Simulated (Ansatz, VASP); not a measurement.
# C in VASP and in Ansatz

```
CELL_PARAMETERS angstrom
2.15823 -2.45465 0.00000
2.15823 2.45465 0.00000
0.00000 0.00000 4.30517
ATOMIC_POSITIONS crystal
C 0.30688 0.03930 0.40952
C 0.46070 0.19312 0.09048
C 0.03930 0.30688 0.59048
C 0.19312 0.46070 0.90952
C 0.96070 0.69312 0.40952
C 0.69312 0.96070 0.59048
C 0.80688 0.53930 0.09048
C 0.53930 0.80688 0.90952
```

Alike in both runs: task relaxation of cell and atoms; functional PBE; k mesh 6 × 6 × 4; occupations gaussian, width 0.1 eV; no spin polarisation.

|  | VASP | Ansatz |
| --- | --- | --- |
| version | VASP 6.6.1 | Ansatz 0.2.0 |
| potentials or method | VASP PAW PBE potentials, release 64 (C), cutoff 600 eV | scalar-relativistic, plane waves, PAW |
| valence electrons in the cell | 32 | 32 |

Ansatz gave:

| Item | Value |
| --- | --- |
| gap on the k mesh at the Fermi level, each at its own relaxed structure (eV) | 2.78 |
| relaxed volume (Å³/atom) | 6.02 |
| relaxed cell length with the largest relative difference (Å) | 4.370 |

Problem. Estimate VASP's values.

Solution. gap on the k mesh at the Fermi level, each at its own relaxed structure (eV): 2.76; relaxed volume (Å³/atom): 6.02; relaxed cell length with the largest relative difference (Å): 4.369.
